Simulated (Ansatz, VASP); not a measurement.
## Ti: VASP beside Ansatz

File INCAR:

```
SYSTEM = Ti
PREC     = Accurate       ! precision mode
ENCUT    = 520            ! plane-wave cutoff, eV
EDIFF    = 1E-6           ! SCF threshold, eV
ISMEAR   = 0              ! smearing method
SIGMA    = 0.1            ! smearing width, eV
LREAL    = .False.        ! projectors in reciprocal space
LASPH    = .True.         ! aspherical terms in the spheres
NELM     = 60             ! most SCF steps
ALGO     = Fast           ! electronic algorithm
ISIF     = 2              ! what is computed and relaxed
LWAVE    = .False.        ! write WAVECAR
LCHARG   = .False.        ! write CHGCAR
GGA      = PS             ! functional
NBANDS   = 12             ! bands
```

The input KPOINTS:

```
regular mesh
0
Gamma
  18 18 18
  0 0 0
```

File POSCAR:

```
Ti
1.0
   -1.5935586900      1.7904786900      1.5935586900
    1.7904786900     -1.5935586900      1.5935586900
    1.3966386900      1.3966386900     -1.3966386900
Ti
1
Direct
    0.0000000000      0.0000000000      0.0000000000
```

Input for Ansatz:

```yaml
crystal:
  lattice:
    - [-1.59355869, 1.79047869, 1.59355869]
    - [1.79047869, -1.59355869, 1.59355869]
    - [1.39663869, 1.39663869, -1.39663869]
  atoms:
    - { symbol: Ti, position: [0.0, 0.0, 0.0] }
basis:
  ecutwfc: 420
kpoints:
  mp_grid: { grid: [18, 18, 18] }
hamiltonian:
  xc: pbesol
scf:
  occupations: { method: gaussian, width: 0.1 }
output:
  forces: true
  stress: true
  eigenvalues: true
  write_density: true
  write_potential: true
  elf: true
  volumetric_format: npy
```

Alike in both runs: task single point; functional PBEsol; k mesh 18 × 18 × 18; occupations gaussian, width 0.1 eV; no spin polarisation.

|  | VASP | Ansatz |
| --- | --- | --- |
| version | VASP 6.6.1 | Ansatz 0.2.0 |
| potentials or method | VASP PAW PBE potentials, release 64 (Ti_sv), cutoff 520 eV | scalar-relativistic, plane waves, PAW |
| valence electrons in the cell | 12 | 12 |

```csv
,VASP,Ansatz,Ansatz less VASP
gap on the k mesh at the Fermi level (eV),none,none,-
pressure (GPa),3.0,3.2,+0.22
"traceless stress, the component that is largest in VASP (GPa)",1.10,0.99,-0.108
```

VASP's potentials were made for PBE, not for PBEsol. A gap of «none» marks a metal or a gap that the smearing closes. With one functional, cell and mesh, what is left measures potentials, basis and numerics.
